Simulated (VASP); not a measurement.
Set up this calculation in VASP 6.6.1, as the native input.

* Task: relaxation of cell and atoms
* Functional: PBE
* Potentials or basis: VASP PAW PBE potentials, release 64 (Si, P)
* Cutoff: 600 eV
* k mesh: 6 × 6 × 4
* Occupations: gaussian, width 0.1 eV
* Spin: no spin polarisation
* Dipole correction: no
* Further INCAR settings: ALGO = Normal; EDIFF = 1e-06; IBRION = 2; EDIFFG = -0.04; NSW = 90; ISIF = 3

The structure of Si4P lies in POSCAR:

```
Si4P
1.0
    3.1719307600      0.0000000000      0.0000000000
    0.0066772200      3.8791819000      0.0000000000
    1.5789622400      1.2799880300      4.5629437700
Si P
4 1
Direct
    0.8888540300      0.6072760200      0.7080580000
    0.2926819900      0.2066040000      0.8889120200
    0.7073180100      0.7933960000      0.1110879800
    0.1111459700      0.3927239800      0.2919420000
    0.5000000000      0.0000000000      0.5000000000
```

The cell was built from a structure type or drawn by symmetry, and may not be a known phase.

The input as run:

INCAR

```
PREC = Accurate ; ENCUT = 600
EDIFF = 1E-6 ; ISMEAR = 0
SIGMA = 0.1 ; LREAL = F
LASPH = T ; NELM = 100
ALGO = Normal ; ISIF = 3
LWAVE = F ; LCHARG = F
GGA = PE ; IBRION = 2
NSW = 90 ; EDIFFG = -0.04
```

KPOINTS

```
Automatic mesh
0
Gamma
  6 6 4
```

Potentials or basis: VASP PAW PBE potentials, release 64 (Si, P).

Run with:

```console
$ cat potpaw_PBE.64/Si/POTCAR potpaw_PBE.64/P/POTCAR > POTCAR
$ mpirun -np 1 vasp_std > vasp.out
```

Results of the run:

```json
{
 "Relaxed volume": "15.89 Å³/atom",
 "Relaxed cell": "a = 3.523 Å, b = 4.518 Å, c = 5.481 Å, α = 73.85°, β = 72.54°, γ = 90.99°",
 "Space group after relaxing (to 0.1 Å)": "P-1 (No. 2)",
 "Energy gained by relaxing": "849.0 meV/atom",
 "Ionic steps": "13",
 "Pressure after relaxing": "-0.1 GPa",
 "Largest force after relaxing": "0.022 eV/Å",
 "Band gap on the k mesh": "zero (an odd number of electrons rules out a gap without spin polarisation)"
}
```

Caveat: the volume moved by over 15 % at a fixed basis, so the end points are rough.

It took 9.1 min on 1 thread of Intel Xeon 8259CL, with other jobs on the host, peak memory 0.22 GiB.
